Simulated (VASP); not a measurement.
Set up this calculation in VASP 6.6.1, as the native input.

| Item | Value |
| --- | --- |
| Task | relaxation of cell and atoms |
| Functional | PBEsol |
| Potentials or basis | VASP PAW PBE potentials, release 64 (Pb_d) |
| Cutoff | 600 eV |
| k mesh | 9 × 9 × 9 |
| Occupations | fermi-dirac, width 0.05 eV |
| Spin | no spin polarisation |
| Target pressure | 20 GPa |
| Dipole correction | no |
| Further INCAR settings | ALGO = Normal; EDIFF = 1e-07; IBRION = 2; EDIFFG = -0.005; NSW = 80; ISIF = 3 |

The structure of Pb lies in POSCAR:

```
Pb
1.0
   -1.9796595667      1.9796595667      1.9796595667
    1.9796595667     -1.9796595667      1.9796595667
    1.9796595667      1.9796595667     -1.9796595667
Pb
1
Direct
    0.0000000000      0.0000000000      0.0000000000
```

One way to write it, as run:

INCAR

```
SYSTEM = Pb
ALGO = Normal
EDIFF = 1E-7
EDIFFG = -0.005
ENCUT = 600
GGA = PS
IBRION = 2
ISIF = 3
ISMEAR = -1
LASPH = .TRUE.
LCHARG = .FALSE.
LREAL = .FALSE.
LWAVE = .FALSE.
NELM = 80
NSW = 80
PREC = Accurate
PSTRESS = 200.0
SIGMA = 0.05
```

KPOINTS

```
k-points
0
G
  9 9 9
  0 0 0
```

Potentials or basis: VASP PAW PBE potentials, release 64 (Pb_d).

Launch:

```console
$ cat potpaw_PBE.64/Pb_d/POTCAR > POTCAR
$ mpirun -np 1 vasp_std > vasp.out
```

Results of the run:

```
Relaxed volume                                         : 23.51 Å³/atom
Relaxed cell                                           : a = 3.126 Å, b = 3.126 Å, c = 3.126 Å, α = 109.47°, β = 109.47°, γ = 109.47°
Space group after relaxing (to 0.05 Å)                 : Im-3m (No. 229)
Energy change on relaxing (the enthalpy is what falls) : +294.3 meV/atom
Ionic steps                                            : 5
Pressure after relaxing                                : 20.0 GPa
Band gap on the k mesh                                 : zero (band 7 reaches 20.57 eV, above the bottom of band 8 at 7.53 eV)
```

Caveat: the cell is relaxed towards a set pressure, so the enthalpy falls and the energy may rise; the volume moved by over 15 % at a fixed basis, so the end points are rough; the PAW data sets were made with another functional, which shifts forces and pressure a little; spin-orbit coupling is left out, which moves the levels of the heavy elements.

Wall time 34 s on 1 thread of Intel(R) Xeon(R) Platinum 8488C (Sapphire Rapids), with other jobs on the host, peak memory 0.18 GiB.
